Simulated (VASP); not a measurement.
Runs of VASP 6.6.1 on BeTe. The structure is that of space group F-43m (No. 216), or close to it. The cells are those of the table. 

```csv
task,spin,cell,k mesh,cutoff (eV),smearing,gap on the mesh (eV),pressure (GPa),moment (μB)
single point,"non-collinear, zero start, SOC","a = 3.839 Å, angles 60.0, 60.0, 90.0°, 2 atoms",8 × 8 × 8,520,gaussian 0.01 eV,-,(b),0.00
single point,"non-collinear, zero start, SOC","a = 3.738 Å, angles 60.0, 60.0, 90.0°, 2 atoms",8 × 8 × 8,520,gaussian 0.01 eV,-,15.5,0.00
single point,"non-collinear, zero start, SOC","a = 3.797 Å, angles 60.0, 60.0, 90.0°, 2 atoms",8 × 8 × 8,520,gaussian 0.01 eV,-,10.4,0.00
relaxation of cell and atoms,off,"relaxed to 15 GPa from a = 3.964 Å, angles 60.0, 60.0, 90.0°, 2 atoms",8 × 8 × 8,600,gaussian 0.01 eV,(a),15.0,-
relaxation of cell and atoms,off,"relaxed from a = 3.917 Å, angles 60.0, 60.0, 90.0°, 2 atoms",12 × 12 × 12,600,fermi-dirac 0.05 eV,1.83,0.0,-
```

Alike in all rows: level PBEsol; potentials or basis VASP PAW PBE potentials, release 64 (Be, Te).

**Question.** Estimate the missing entries.

**Answer.** (a) 1.33; (b) 7.4.

Caveats: the PAW data sets were made with another functional, which shifts forces and pressure a little; the cell stands under pressure (at least some runs); spin-orbit coupling is left out, which moves the levels of the heavy elements (at least some runs); the cell is relaxed towards a set pressure, so the run minimises the enthalpy, not the energy (at least some runs).

A k mesh can miss the band edges, and rows without SOC leave out spin-orbit coupling on Te.
